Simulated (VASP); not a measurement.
A run of VASP 6.6.1 is set up as follows.

The input INCAR:

```
PREC = Accurate
ENCUT = 520
EDIFF = 1E-6
ISMEAR = -1
SIGMA = 0.1
LREAL = F
LASPH = T
NELM = 80
ALGO = Normal
ISIF = 2
LWAVE = F
LCHARG = T
GGA = RP
LELF = T
LVHAR = T
NBANDS = 8
```

KPOINTS

```
regular mesh
0
Gamma
  16 16 16
```

The input POSCAR:

```
Si
1.0
    0.0000000000      1.9145522295      1.9145522295
    1.9145522295      0.0000000000      1.9145522295
    1.9145522295      1.9145522295      0.0000000000
Si
1
Direct
    0.0000000000      0.0000000000      0.0000000000
```

Potentials or basis: VASP PAW PBE potentials, release 64 (Si).

Launch:

```sh
$ cat potpaw_PBE.64/Si/POTCAR > POTCAR
$ mpirun -np 1 vasp_std > vasp.out
```

(1) Predict the pressure.

(2) Predict the band gap on the k mesh.

Results:

(1) 3.5 GPa.

(2) zero (band 2 reaches 22.27 eV, above the bottom of band 3 at 7.49 eV).

Caveat: the PAW data sets were made with another functional, which shifts forces and pressure a little.
